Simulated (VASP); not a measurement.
Wanted: the native input for a VASP 6.6.1 run.

| Quantity | Value |
| --- | --- |
| Task | single point |
| Functional | r2SCAN |
| Potentials or basis | VASP PAW PBE potentials, release 64 (Cd, I) |
| Cutoff | 550 eV |
| k mesh | 12 × 12 × 4 |
| Occupations | gaussian, width 0.01 eV |
| Spin | no spin polarisation |
| Dipole correction | no |
| Further INCAR settings | ALGO = Normal; EDIFF = 1e-06; NBANDS = 20 |

CdI2:

```
Cd I
1.0
     4.31071    0.00000    0.00000
    -2.15536    3.73319    0.00000
     0.00000    0.00000    6.99845
Cd I
1 2
Direct
  0.00000 0.00000 0.00000
  0.33333 0.66667 0.24298
  0.66667 0.33333 0.75702
```

This cell differs from its parent crystal: strain +1.5%.

These files were run (other wordings do the same):

POSCAR

```
CdI2
1.0
    4.3107138579      0.0000000000      0.0000000000
   -2.1553569289      3.7331877094      0.0000000000
    0.0000000000      0.0000000000      6.9984505437
Cd I
1 2
Direct
    0.0000000000      0.0000000000      0.0000000000
    0.3333333333      0.6666666667      0.2429773643
    0.6666666667      0.3333333333      0.7570226357
```

INCAR.step1

```
PREC = Accurate
ENCUT = 550
ISMEAR = 0
SIGMA = 0.01
LREAL = False
LASPH = True
NELM = 120
NBANDS = 20
GGA = PE
ALGO = Normal
EDIFF = 1E-5
LWAVE = True
LCHARG = False
GGA_COMPAT = False
```

INCAR.step2

```
PREC = Accurate
ENCUT = 550
EDIFF = 1E-6
ISMEAR = 0
SIGMA = 0.01
LREAL = False
LASPH = True
NELM = 120
ALGO = Normal
ISIF = 2
LWAVE = False
LCHARG = False
METAGGA = R2SCAN
LMIXTAU = True
NBANDS = 20
ISTART = 1
GGA_COMPAT = False
```

KPOINTS

```
Automatic mesh
0
Gamma
  12 12 4
```

Potentials or basis: VASP PAW PBE potentials, release 64 (Cd, I).

Launch:

```sh
$ cat potpaw_PBE.64/Cd/POTCAR potpaw_PBE.64/I/POTCAR > POTCAR
$ cp INCAR.step1 INCAR
$ mpirun -np 1 vasp_std > vasp.out
$ cp INCAR.step2 INCAR
$ mpirun -np 1 vasp_std > vasp.out
```

It gave:

* Pressure: 0.1 GPa
* Largest force: 0.019 eV/Å
* Band gap on the k mesh: 2.86 eV (least direct gap 3.10 eV)

Caveat: the cell differs from its parent crystal (strain +1.5%); the PAW data sets were made with another functional, which shifts forces and pressure a little; spin-orbit coupling is left out, which moves the levels of the heavy elements.

Wall time 14 min on 1 thread of Oxide Virtual Turin-like Processor (shared host), peak memory 0.35 GiB.
